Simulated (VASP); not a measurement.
Wanted: the native input for a VASP 6.6.1 run.

```yaml
Task: relaxation of cell and atoms
Functional: r2SCAN
Potentials_or_basis: VASP PAW PBE potentials, release 64 (Al)
Cutoff: 600 eV
k_mesh: 19 × 19 × 10
Occupations: gaussian, width 0.05 eV
Spin: no spin polarisation
Target_pressure: 20 GPa
Dipole_correction: no
Further_INCAR_settings: ALGO = Normal; EDIFF = 1e-06; IBRION = 2; EDIFFG = -0.02; NSW = 80; ISIF = 3
```

Crystal: Al.

```
Al
1.0
     2.86000    0.00000    0.00000
    -1.43000    2.47683    0.00000
     0.00000    0.00000    4.67038
Al
2
Direct
  0.33333 0.66667 0.25000
  0.66667 0.33333 0.75000
```

This isn't the form of Al at room conditions, which is fcc.

The input as run:

POSCAR

```
Al
1.0
    2.8600000000      0.0000000000      0.0000000000
   -1.4300000000      2.4768326548      0.0000000000
    0.0000000000      0.0000000000      4.6703800000
Al
2
Direct
    0.3333333333      0.6666666667      0.2500000000
    0.6666666667      0.3333333333      0.7500000000
```

INCAR.step1

```
SYSTEM = Al
  PREC = Accurate
  ENCUT = 600
  ISMEAR = 0
  SIGMA = 0.05
  LREAL = .False.
  LASPH = .True.
  NELM = 100
  GGA = PE
  ALGO = Normal
  EDIFF = 1E-4
  LWAVE = .True.
  LCHARG = .False.
```

INCAR.step2

```
SYSTEM = Al
  PREC = Accurate
  ENCUT = 600
  EDIFF = 1E-6
  ISMEAR = 0
  SIGMA = 0.05
  LREAL = .False.
  LASPH = .True.
  NELM = 100
  ALGO = Normal
  ISIF = 3
  LWAVE = .False.
  LCHARG = .False.
  METAGGA = R2SCAN
  LMIXTAU = .True.
  IBRION = 2
  NSW = 80
  EDIFFG = -0.02
  PSTRESS = 200.0
  ISTART = 1
```

KPOINTS

```
regular mesh
0
Gamma
  19 19 10
  0 0 0
```

Potentials or basis: VASP PAW PBE potentials, release 64 (Al).

Command:

```bash
$ cat potpaw_PBE.64/Al/POTCAR > POTCAR
$ cp INCAR.step1 INCAR
$ mpirun -np 1 vasp_std > vasp.out
$ cp INCAR.step2 INCAR
$ mpirun -np 1 vasp_std > vasp.out
```

It gave:

```yaml
Relaxed_volume: 13.60 Å³/atom
Relaxed_cell: a = 2.677 Å, b = 2.677 Å, c = 4.382 Å, α = 90.00°, β = 90.00°, γ = 120.00°
Space_group_after_relaxing_to_0.1_Å: P6_3/mmc (No. 194)
Energy_change_on_relaxing_the_run_minimises_the_enthalpy: +120.1 meV/atom
Ionic_steps: 8
Pressure_after_relaxing: 19.9 GPa
Band_gap_on_the_k_mesh: zero (bands 3 and 4 overlap by 8.33 eV)
```

Caveat: the cell is relaxed towards a set pressure, so the run minimises the enthalpy, not the energy; the volume moved by over 15 % at a fixed basis, so the end points are rough; the PAW data sets were made with another functional, which shifts forces and pressure a little.

It took 13 min on 1 thread of Oxide Virtual Turin-like Processor, on a shared host, peak memory 0.18 GiB.
